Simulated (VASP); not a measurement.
Here is a VASP 6.6.1 calculation.

The input INCAR:

```
SYSTEM = P
PREC     = Accurate       ! precision mode
ENCUT    = 500            ! plane-wave cutoff, eV
EDIFF    = 1E-6           ! SCF threshold, eV
ISMEAR   = 0              ! smearing method
SIGMA    = 0.1            ! smearing width, eV
LREAL    = .False.        ! projectors in reciprocal space
LASPH    = .True.         ! aspherical terms in the spheres
NELM     = 120            ! most SCF steps
ALGO     = Normal         ! electronic algorithm
ISIF     = 2              ! what is computed and relaxed
LWAVE    = .False.        ! write WAVECAR
LCHARG   = .True.         ! write CHGCAR
GGA      = PE             ! functional
LELF     = .True.         ! ELF
LVHAR    = .True.       
NBANDS   = 8              ! bands
GGA_COMPAT= .False.
```

File KPOINTS:

```
regular mesh
0
Gamma
  8 8 8
  0 0 0
```

File POSCAR:

```
P
1.0
    0.0000000000      2.0189374095      2.0189374095
    2.0189374095      0.0000000000      2.0189374095
    2.0189374095      2.0189374095      0.0000000000
P
1
Direct
    0.0000000000      0.0000000000      0.0000000000
```

Potentials or basis: VASP PAW PBE potentials, release 64 (P).

The run is started by

```sh
$ cat potpaw_PBE.64/P/POTCAR > POTCAR
$ mpirun -np 1 vasp_std > vasp.out
```

**Question.** What does it give for the pressure?

**Answer.** -7.0 GPa.

Caveat: the cell differs from its parent crystal (N replaced by P, lengths x 1.304, strained).
